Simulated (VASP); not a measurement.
# GdN in VASP: a series of runs, part 2 of 2

VASP 6.6.1.

## 3. Single point, PBE, collinear spin, ferromagnetic start (15.01 Å³/atom)

This run uses another cell than the first one, of 15.01 Å³/atom.

INCAR reads:

```
SYSTEM = GdN
ALGO = Normal
EDIFF = 1E-6
ENCUT = 520
GGA = PE
ISIF = 2
ISMEAR = 0
ISPIN = 2
LASPH = .True.
LCHARG = .False.
LMAXMIX = 6
LORBIT = 11
LREAL = .False.
LWAVE = .False.
MAGMOM = 7.55 0
NBANDS = 22
NELM = 150
PREC = Accurate
SIGMA = 0.1
```

KPOINTS reads:

```
k-points
0
Gamma
  18 18 18
  0 0 0
```

POSCAR reads:

```
GdN
1.0
   -1.7442073864      1.7442073864      2.4670807548
    1.7442073864     -1.7442073864      2.4670807548
    1.7442073864      1.7442073864     -2.4670807548
Gd N
1 1
Direct
    0.3017358750      0.3017358750      0.0000000000
    0.8017358750      0.8017358750      0.0000000000
```

Potentials or basis: VASP PAW PBE potentials, release 64 (Gd, N).

Run with:

```console
$ cat potpaw_PBE.64/Gd/POTCAR potpaw_PBE.64/N/POTCAR > POTCAR
$ mpirun -np 1 vasp_std > vasp.out
```

OUTCAR:

```text
SYSTEM = GdN
   EDIFF = 1E-6
   ENCUT = 520
   GGA = PE
   ISIF = 2
   ISMEAR = 0
   ISPIN = 2
   LASPH = .True.
   LORBIT = 11
   LREAL = .False.
   NELM = 150
   PREC = Accurate

 ion  position               nearest neighbor table
   1  0.302  0.302  0.000-   2 2.47   2 2.47   2 2.47   2 2.47   2 2.47   2 2.47
   2  0.802  0.802  0.000-   1 2.47   1 2.47   1 2.47   1 2.47   1 2.47   1 2.47

  LATTYP: Found a body centered tetragonal cell.
 ALAT       =     3.4884147728
 C/A-ratio  =     1.4144423272

  Lattice vectors:

 A1 = (  -1.7442073864,   1.7442073864,   2.4670807548)
 A2 = (   1.7442073864,  -1.7442073864,   2.4670807548)
 A3 = (   1.7442073864,   1.7442073864,  -2.4670807548)

Analysis of symmetry for initial positions (statically):
=====================================================================
 Subroutine PRICEL returns:
 Original cell was already a primitive cell.

 Routine SETGRP: Setting up the symmetry group for a
 body centered tetragonal supercell.

 Subroutine GETGRP returns: Found 16 space group operations
 (whereof  8 operations were pure point group operations)
 out of a pool of 16 trial point group operations.

The static configuration has the point symmetry C_4v.
 The point group associated with its full space group is D_4h.

Analysis of symmetry for dynamics (positions and initial velocities):
=====================================================================
 Subroutine PRICEL returns:
 Original cell was already a primitive cell.

 Routine SETGRP: Setting up the symmetry group for a
 body centered tetragonal supercell.

 Subroutine GETGRP returns: Found 16 space group operations
 (whereof  8 operations were pure point group operations)
 out of a pool of 16 trial point group operations.

The dynamic configuration has the point symmetry C_4v.
 The point group associated with its full space group is D_4h.

[... 156 lines left out ...]
  ext. energy  EPLUGINS =         0.00000000
  ---------------------------------------------------
  free energy    TOTEN  =       -23.20151187 eV

  energy without entropy =      -23.20103425  energy(sigma->0) =      -23.20127306

 E-fermi :   4.1947     XC(G=0): -11.7465

 val. band max:        4.1823531923   @ k =   0.0556   0.0556  -0.0000
 cond. band min:       4.2096193613   @ k =   0.5000   0.4444  -0.0000
 fundamental gap:      0.0272661690
 Fermi energy:         4.1947094456

 spin component 1

 k-point     1 :       0.0000    0.0000    0.0000
  band No.  band energies     occupation
      1     -39.5567      1.00000
      2     -16.5252      1.00000
      3     -16.5251      1.00000
      4     -16.5251      1.00000
      5      -9.0424      1.00000
      6       0.5604      1.00000
[... 589 lines left out ...]
     21      11.4586      0.00000
     22      17.3291      0.00000

 [... further k-points ...]

 spin component 2

 k-point     1 :       0.0000    0.0000    0.0000
  band No.  band energies     occupation
      1     -36.4657      1.00000
      2     -14.2781      1.00000
      3     -14.2780      1.00000
      4     -14.2780      1.00000
      5      -9.0271      1.00000
      6       3.2032      1.00000
[... 589 lines left out ...]
     21      12.3231      0.00000
     22      18.3241      0.00000

 [... further k-points ...]

------------------------ aborting loop because EDIFF is reached ----------------------------------------

  FORCE on cell =-STRESS in cart. coord.  units (eV):
  Direction    XX          YY          ZZ          XY          YZ          ZX
  --------------------------------------------------------------------------------------
  -------------------------------------------------------------------------------------
  Total        0.9095609      0.9095609      0.9022965      0.0000000      0.0000000      0.0000000
  in kB       48.5403364     48.5403364     48.1526578      0.0000000      0.0000000      0.0000000
  external PRESSURE =      48.4111102 kB  Pullay stress =       0.0000000 kB

 VOLUME and BASIS-vectors are now :
 -----------------------------------------------------------------------------
  energy-cutoff  :      520.00
  volume of cell :       30.02
      direct lattice vectors                 reciprocal lattice vectors
    -1.744207386  1.744207386  2.467080755     0.000000000  0.286663159  0.202668680
     1.744207386 -1.744207386  2.467080755     0.286663159  0.000000000  0.202668680
     1.744207386  1.744207386 -2.467080755     0.286663159  0.286663159  0.000000000

 POSITION                                       TOTAL-FORCE (eV/Angst)
 -----------------------------------------------------------------------------------
      0.00000      0.00000      1.48881         0.000000      0.000000     -0.000000
      0.00000      0.00000      3.95589        -0.000000     -0.000000      0.000000
 -----------------------------------------------------------------------------------
    total drift:                               -0.000000     -0.000000      0.000063

  FREE ENERGIE OF THE ION-ELECTRON SYSTEM (eV)
  ---------------------------------------------------
  free  energy   TOTEN  =       -23.2015118711 eV

  energy  without entropy=      -23.2010342527  energy(sigma->0) =      -23.20127306

 total charge

# of ion       s       p       d       f       tot
--------------------------------------------------
    1        2.036   5.669   0.553   6.998  15.256
    2        1.252   2.399   0.000   0.000   3.650
--------------------------------------------------
tot          3.288   8.067   0.553   6.998  18.906

 magnetization (x)

# of ion       s       p       d       f       tot
--------------------------------------------------
    1       -0.005  -0.080   0.087   6.802   6.803
    2       -0.007  -0.082   0.000   0.000  -0.089
--------------------------------------------------
tot         -0.013  -0.162   0.087   6.802   6.714
```

Run time: 20 min. Hardware: 1 thread of AMD EPYC 9R45 (Zen 5), shared host; peak memory 0.6 GiB.

What came out:

```yaml
Free_energy: -23.2015 eV
Pressure: 4.8 GPa
Band_gap_on_the_k_mesh: zero (filled and empty bands overlap)
Net_moment: 7.00 μB per cell
Site_moments: Gd +6.80; N -0.09 μB
Valence_electrons_inside_the_program's_atomic_spheres: Gd 15.26; N 3.65
```

Levels at points of the mesh, in eV from the Fermi level:
Spin up:
```csv
k point,band 13,band 14,band 15,band 16,band 17,band 18
"(0.00, 0.00, 0.00)",0.21,0.21,0.21,2.43,2.43,2.43
"(0.50, 0.00, 0.00)",-3.17,-2.77,-2.77,5.15,5.95,5.95
"(0.50, 0.50, 0.00)",-1.49,-0.64,-0.23,-0.23,6.60,6.76
"(0.50, 0.50, 0.50)",-1.49,-0.64,-0.23,-0.23,6.60,6.76
```
Spin down:
```
           k point  band 6  band 7  band 8  band 9  band 10  band 11
(0.00, 0.00, 0.00)   -0.99   -0.99   -0.99    1.69     2.27     2.27
(0.50, 0.00, 0.00)   -4.27   -2.65   -2.65    1.83     1.94     1.94
(0.50, 0.50, 0.00)   -1.13   -0.90   -0.90    0.09     1.99     2.06
(0.50, 0.50, 0.50)   -1.13   -0.90   -0.90    0.09     1.99     2.06
```

Caveat: the cell stands under pressure; spin-orbit coupling is left out, which moves the levels of the heavy elements; a cell with one magnetic atom can't hold antiferromagnetic order, which such compounds often take; semilocal functionals describe open f shells poorly, which spoils levels, moments and volumes. With open d or f shells a metallic result of PBE can be an artefact of self-interaction; +U or a hybrid may open a gap.
